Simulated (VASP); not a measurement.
A run of VASP 6.6.1 is set up as follows.

File INCAR:

```
PREC     = Accurate       # precision mode
ENCUT    = 520            # plane-wave cutoff, eV
EDIFF    = 1E-7           # SCF threshold, eV
ISMEAR   = -1             # smearing method
SIGMA    = 0.05           # smearing width, eV
LREAL    = Auto         
LASPH    = T              # aspherical terms in the spheres
NELM     = 60             # most SCF steps
ALGO     = Normal         # electronic algorithm
ISIF     = 2              # what is computed and relaxed
LWAVE    = F              # write WAVECAR
LCHARG   = F              # write CHGCAR
GGA      = PE             # functional
NBANDS   = 169            # bands
```

KPOINTS

```
Automatic mesh
0
Gamma
  1 1 1
```

Contents of POSCAR:

```
Ge20BH11
1.0
    8.0044490000      0.0000000000      0.0000000000
    0.0000000000      8.0044490000      0.0000000000
    0.0000000000      0.0000000000     17.5143500000
H Ge B
11 20 1
Direct
    0.4080121000      0.0000000000      0.0570960000
    0.0919879000      0.0000000000      0.0570960000
    0.9080121000      0.0000000000      0.0570960000
    0.5919879000      0.0000000000      0.0570960000
    0.4080121000      0.5000000000      0.0570960000
    0.0919879000      0.5000000000      0.0570960000
    0.9080121000      0.5000000000      0.0570960000
    0.5919879000      0.5000000000      0.0570960000
   -0.0060248354      0.6531228532      0.4623086071
   -0.1787898110      0.4858216373      0.4792562481
    0.0583631670      0.4116359290      0.4965451126
    0.2500000000      0.0000000000      0.1081599000
    0.7500000000      0.0000000000      0.1081599000
    0.2500000000      0.5000000000      0.1081599000
    0.7500000000      0.5000000000      0.1081599000
    0.2247898292      0.2502489814      0.1875631664
    0.7268968815      0.2508182645      0.1866331116
    0.2633566195      0.7496410197      0.1909047182
    0.7603910942      0.7486010112      0.1916107043
   -0.0279146026      0.2177324498      0.2683575585
    0.4770670559      0.2382771897      0.2669018690
    0.0145920043      0.7469324435      0.2703928932
    0.5130302839      0.7580706292      0.2741619466
    0.0062524383     -0.0160505033      0.3606679854
    0.5070468695      0.0039374411      0.3578095708
    0.0618824549      0.4822460534      0.3409116394
    0.5415304157      0.5109457037      0.3647299750
    0.2567880708      0.0332561407      0.4444160139
    0.7548883513      0.0459629160      0.4414127957
    0.3052191014      0.3288692794      0.3876682303
    0.7938540818      0.3429891638      0.3893848976
   -0.0286011110      0.5033358227      0.4584963180
```

Potentials or basis: VASP PAW PBE potentials, release 64 (H, Ge_d, B).

Launch:

```bash
$ cat potpaw_PBE.64/H/POTCAR potpaw_PBE.64/Ge_d/POTCAR potpaw_PBE.64/B/POTCAR > POTCAR
$ mpirun -np 1 vasp_gam > vasp.out
```

**Question.** What does it give for the band gap on the k mesh?

**Answer.** 0.93 eV.

**Question.** What does it give for the largest force?

**Answer.** 0.700 eV/Å.

Forces on the atoms (eV/Å):
```
H   -0.657  0.146  0.100
H    0.645 -0.170  0.019
H   -0.614  0.180  0.119
H    0.661 -0.221  0.064
H   -0.577 -0.125  0.020
H    0.591  0.128  0.009
H   -0.566 -0.098  0.038
H    0.590  0.081  0.022
H   -0.009  0.001 -0.015
H   -0.014 -0.011 -0.001
H    0.004  0.004 -0.007
Ge  -0.018 -0.175 -0.100
Ge  -0.149 -0.223 -0.016
Ge   0.056  0.188 -0.145
Ge   0.055  0.271 -0.118
Ge  -0.001  0.000 -0.005
Ge   0.001  0.006  0.002
Ge  -0.004  0.001  0.000
Ge   0.000  0.000  0.000
Ge  -0.012  0.000  0.004
Ge  -0.001 -0.008 -0.002
Ge   0.001  0.001  0.001
Ge   0.004  0.002 -0.003
Ge  -0.003 -0.004 -0.007
Ge   0.005 -0.003 -0.009
Ge  -0.001  0.005 -0.002
Ge   0.001 -0.003  0.003
Ge  -0.001  0.000  0.010
Ge   0.000 -0.001  0.002
Ge  -0.001  0.009  0.002
Ge  -0.003  0.011  0.007
B    0.014  0.009  0.010
```

Caveat: the k points lie up to 0.78 Å⁻¹ apart.
